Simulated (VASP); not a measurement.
## CaHf31O64 (a cell with a defect): single point with PBE

The system is CaHf31O64 (a cell with a defect).

```
Hf O Ca
1.0
    10.32324    0.00000   -0.01007
     0.00000   10.42499    0.00000
    -1.78582    0.00000   10.55519
Hf O Ca
31 64 1
Direct
  0.13589 0.22911 0.35447
  0.36417 0.47846 0.39678
  0.36275 0.27231 0.14651
  0.13733 0.02217 0.10458
  0.13872 0.22848 0.85436
  0.36284 0.47814 0.89512
  0.36078 0.27070 0.64485
  0.13655 0.01954 0.60395
  0.13744 0.72822 0.35384
  0.36162 0.97899 0.39598
  0.36232 0.77232 0.14615
  0.13842 0.52252 0.10383
  0.13809 0.72885 0.85314
  0.36178 0.97948 0.89678
  0.36416 0.77125 0.64744
  0.13889 0.52061 0.60288
  0.63935 0.22777 0.35466
  0.86036 0.47999 0.39711
  0.86145 0.27327 0.14602
  0.63793 0.02201 0.10325
  0.64045 0.22995 0.85364
  0.86205 0.47894 0.89446
  0.86278 0.27183 0.64635
  0.63819 0.02080 0.60489
  0.63759 0.72597 0.35460
  0.86043 0.97691 0.39681
  0.86050 0.77127 0.14514
  0.63827 0.52244 0.10367
  0.63696 0.72757 0.85070
  0.86254 0.97694 0.89501
  0.85933 0.76654 0.64464
  0.21343 0.37031 0.48648
  0.27503 0.12209 0.26203
  0.27526 0.12939 0.01302
  0.22491 0.37901 0.23792
  0.03277 0.16480 0.17341
  0.46547 0.41646 0.07685
  0.46690 0.33361 0.32535
  0.03186 0.08495 0.42382
  0.22567 0.37154 0.98867
  0.27468 0.11964 0.76271
  0.27371 0.12835 0.51154
  0.22548 0.37829 0.73876
  0.03422 0.16349 0.67430
  0.45094 0.40999 0.57043
  0.46667 0.33420 0.82694
  0.03378 0.08587 0.92448
  0.22282 0.87207 0.48675
  0.27284 0.62317 0.25929
  0.27689 0.62922 0.01120
  0.22321 0.87992 0.23809
  0.03227 0.66484 0.17281
  0.46481 0.91840 0.07840
  0.46522 0.83687 0.32591
  0.03526 0.58421 0.42237
  0.22419 0.87156 0.98901
  0.27575 0.62070 0.76164
  0.27522 0.62975 0.51089
  0.22311 0.87884 0.73884
  0.03512 0.66514 0.67336
  0.46296 0.91935 0.57718
  0.46426 0.83685 0.83075
  0.03598 0.58549 0.92423
  0.73392 0.36174 0.48474
  0.77577 0.12137 0.26177
  0.77612 0.12977 0.01137
  0.72317 0.37934 0.23766
  0.53448 0.16578 0.17231
  0.96713 0.41451 0.07551
  0.96515 0.33573 0.32452
  0.53340 0.08593 0.42396
  0.72407 0.37243 0.99106
  0.77685 0.11800 0.76171
  0.77621 0.12415 0.51324
  0.73471 0.36876 0.74918
  0.53519 0.16579 0.67417
  0.96671 0.41672 0.57772
  0.97346 0.33841 0.82567
  0.53424 0.08469 0.92370
  0.72042 0.87220 0.48881
  0.77444 0.62053 0.25785
  0.77558 0.62813 0.01224
  0.72441 0.87960 0.23808
  0.53512 0.66997 0.16827
  0.96631 0.91463 0.07621
  0.96523 0.83464 0.32552
  0.52729 0.58737 0.40977
  0.72475 0.87192 0.98829
  0.78514 0.62732 0.76918
  0.78499 0.63526 0.50179
  0.72461 0.87876 0.73853
  0.53226 0.67694 0.67726
  0.96527 0.91261 0.57526
  0.96862 0.83721 0.82566
  0.53465 0.58295 0.92200
  0.63875 0.51621 0.60451
```

* Program: VASP 6.6.1
* Task: single point
* Functional: PBE
* Potentials or basis: VASP PAW PBE potentials, release 64 (Hf_pv, O, Ca_sv)
* Cutoff: 520 eV
* k mesh: 1 × 1 × 1
* Occupations: fermi-dirac, width 0.01 eV
* Spin: no spin polarisation
* Dipole correction: no
* Charge: -2
* Further INCAR settings: LREAL = Auto; ALGO = Normal; EDIFF = 1e-06; NBANDS = 406; NELECT = 706.0

```yaml
Largest_force: 0.223 eV/Å
```

Forces on the atoms (eV/Å):
```
Hf  -0.049  0.006 -0.028
Hf   0.090 -0.017  0.081
Hf   0.067  0.036  0.068
Hf  -0.045  0.015 -0.063
Hf  -0.054  0.009 -0.071
Hf   0.069 -0.016  0.042
Hf   0.066  0.048  0.046
Hf  -0.052  0.012 -0.051
Hf  -0.047 -0.034 -0.041
Hf   0.068 -0.025  0.083
Hf   0.062  0.017  0.055
Hf  -0.047  0.026 -0.064
Hf  -0.057 -0.017 -0.081
Hf   0.074 -0.026  0.043
Hf   0.090 -0.004  0.073
Hf  -0.057  0.003 -0.060
Hf  -0.052  0.001 -0.041
Hf   0.042 -0.011  0.093
Hf   0.046  0.033  0.058
Hf  -0.075  0.023 -0.066
Hf  -0.051  0.007 -0.087
Hf   0.043 -0.020  0.031
Hf   0.044  0.038  0.050
Hf  -0.053  0.017 -0.051
Hf  -0.059 -0.040 -0.034
Hf   0.048 -0.016  0.072
Hf   0.046 -0.002  0.064
Hf  -0.051  0.029 -0.066
Hf  -0.075 -0.027 -0.099
Hf   0.048 -0.022  0.031
Hf   0.056 -0.007  0.051
O    0.012 -0.019 -0.021
O   -0.050 -0.005  0.003
O   -0.051  0.003  0.012
O    0.039  0.000 -0.025
O    0.015 -0.006  0.036
O   -0.010 -0.006 -0.036
O   -0.009 -0.015 -0.057
O    0.011 -0.001  0.037
O    0.042 -0.008 -0.007
O   -0.053 -0.013  0.021
O   -0.050 -0.003  0.001
O    0.037  0.001 -0.005
O    0.017 -0.002  0.034
O   -0.177 -0.081 -0.086
O   -0.013 -0.003 -0.027
O    0.013 -0.011  0.046
O    0.031  0.004 -0.022
O   -0.049  0.011 -0.012
O   -0.046  0.002  0.024
O    0.039  0.008 -0.019
O    0.009  0.007  0.035
O   -0.008 -0.004 -0.038
O   -0.033  0.008 -0.047
O    0.009  0.007  0.030
O    0.047  0.005  0.009
O   -0.049 -0.001  0.019
O   -0.060  0.005  0.003
O    0.025  0.005 -0.011
O    0.006  0.004  0.044
O   -0.004  0.005 -0.059
O   -0.020  0.014 -0.028
O    0.018 -0.008  0.052
O    0.093 -0.081 -0.097
O   -0.047  0.000  0.009
O   -0.050  0.014  0.021
O    0.055 -0.003 -0.020
O    0.016 -0.004  0.034
O   -0.012  0.000 -0.029
O   -0.009 -0.019 -0.047
O    0.007 -0.008  0.025
O    0.048  0.003  0.005
O   -0.039 -0.017  0.024
O   -0.050 -0.009  0.000
O    0.099 -0.109  0.106
O    0.031 -0.014  0.049
O   -0.019 -0.001 -0.047
O   -0.002 -0.018 -0.021
O    0.016 -0.006  0.052
O    0.051  0.005 -0.010
O   -0.043  0.002 -0.006
O   -0.042  0.004  0.028
O    0.059  0.013 -0.021
O   -0.002 -0.002  0.034
O   -0.005  0.008 -0.033
O   -0.012 -0.005 -0.040
O   -0.035  0.042 -0.089
O    0.053  0.009  0.004
O    0.026  0.047  0.070
O    0.059  0.051 -0.052
O    0.038  0.009 -0.009
O   -0.096  0.154  0.129
O   -0.007  0.013 -0.047
O   -0.019  0.005 -0.017
O    0.011 -0.005  0.050
Ca   0.006 -0.016  0.006
```

Levels at points of the mesh, in eV from the Fermi level:
```tsv
k point	band 351	band 352	band 353	band 354	band 355	band 356
(0.00, 0.00, 0.00)	-0.47	-0.38	-0.26	3.70	3.99	4.02
```

Wall time 22 min on 1 thread of Intel Xeon 8259CL (shared host), peak memory 1.1 GiB.

Caveat: the k points lie up to 0.62 Å⁻¹ apart; the cell carries a net charge on a neutralising background, which shifts energy and pressure; the cell is charged against a uniform background, so pressure and absolute levels hang on convention; spin-orbit coupling is left out, which moves the levels of the heavy elements.
